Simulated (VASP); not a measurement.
# Cr: single point with PBEsol

Crystal: Cr.

```
Cr
1.0
     2.36990    0.00000    0.00000
    -1.18495    2.05240    0.00000
     0.00000    0.00000    8.30908
Cr
4
Direct
  0.00000 0.00000 0.00000
  0.00000 0.00000 0.50000
  0.33333 0.66667 0.25000
  0.66667 0.33333 0.75000
```

This cell differs from its parent crystal: volume scaled by 0.88.

```json
{"Program": "VASP 6.6.1", "Task": "single point", "Functional": "PBEsol", "Potentials or basis": "VASP PAW PBE potentials, release 64 (Cr_pv)", "Cutoff": "520 eV", "k mesh": "16 × 16 × 4", "Occupations": "fermi-dirac, width 0.1 eV", "Spin": "no spin polarisation", "Dipole correction": "no", "Further INCAR settings": "ALGO = Normal; EDIFF = 1e-06; NBANDS = 32"}
```

```
Pressure               : 42.3 GPa
Band gap on the k mesh : zero (band 24 reaches 13.72 eV, above the bottom of band 25 at 12.27 eV)
```

Stress tensor (GPa, compression positive):
```
43.51  0.00  0.00
 0.00 43.51  0.00
 0.00  0.00 39.76
```

Levels at points of the mesh, in eV from the Fermi level:
```tsv
k point	band 20	band 21	band 22	band 23	band 24	band 25	band 26	band 27	band 28	band 29
(0.00, 0.00, 0.00)	-0.63	-0.63	-0.51	-0.51	-0.29	-0.29	-0.15	-0.15	0.28	1.36
(0.50, 0.00, 0.00)	-1.84	-0.74	-0.39	-0.27	1.07	1.07	2.32	2.92	2.93	3.29
(0.00, 0.00, 0.50)	-0.89	-0.53	-0.53	-0.53	-0.53	-0.28	-0.28	-0.28	-0.28	1.59
(0.50, 0.00, 0.50)	-1.96	0.01	0.01	0.31	0.31	0.93	0.93	2.33	2.33	3.47
```

Run time: 2.4 min on 1 thread of Intel Xeon 6975P-C, with other jobs on the host, peak memory 0.21 GiB.

Caveat: the PAW data sets were made with another functional, which shifts forces and pressure a little; the run has no spin polarisation, though such a crystal can be magnetic. Spin polarisation is off, so any magnetic state and its effect on volume and gap are missing.
